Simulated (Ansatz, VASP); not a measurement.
Two plane-wave programs on HfN

```xyz
24
Lattice="6.3878 0.0000 0.0000 0.0000 6.3878 0.0000 0.0000 0.0000 22.5169" Properties=species:S:1:pos:R:3 pbc="T T T"
Hf    1.5970    1.5970    8.0000
Hf    1.5970    4.7909    8.0000
Hf    4.7909    1.5970    8.0000
Hf    4.7909    4.7909    8.0000
Hf    3.1918    3.1780   10.2293
Hf    3.1917    0.0157   10.2292
Hf    0.0095    3.1860   10.2355
Hf    0.0095    0.0079   10.2354
Hf    4.7998    4.7906   12.3532
Hf    4.8117    1.5967   12.5171
Hf    1.6077    4.7908   12.3669
Hf    1.6137    1.5968   12.5248
N     3.1939    3.1939    8.0000
N     3.1939    0.0000    8.0000
N     0.0000    3.1939    8.0000
N     0.0000    0.0000    8.0000
N     4.7909    4.7909   10.1854
N     4.7987    1.5970   10.1884
N     1.6058    4.7908   10.1921
N     1.5956    1.5970   10.1940
N     0.0068   -0.0110   12.5368
N     0.0069    3.2041   12.5369
N     3.2090   -0.0225   12.5002
N     3.2090    3.2158   12.5005
```

Alike in both runs: task single point; functional PBE; dispersion D3(BJ); k mesh 3 × 3 × 1; occupations gaussian, width 0.1 eV; no spin polarisation.

|  | VASP | Ansatz |
| --- | --- | --- |
| version | VASP 6.6.1 | Ansatz 0.2.0 |
| potentials or method | VASP PAW PBE potentials, release 64 (Hf_pv, N), cutoff 520 eV | scalar-relativistic, plane waves, PAW |
| valence electrons in the cell | 180 | 372 |

|  | VASP | Ansatz | Ansatz less VASP |
| --- | --- | --- | --- |
| gap on the k mesh at the Fermi level (eV) | 0.16 | 0.16 | +0.001 |
| least direct gap on the mesh (eV) | 0.16 | 0.16 | +0.001 |
| rms of the force components (eV/Å) | 0.561 | 0.551 | -0.0097 |

VASP's potentials hold 180 valence electrons a cell and Ansatz's 372, so a difference there can come from the potentials and not from the codes.

Spin-orbit coupling is off throughout.
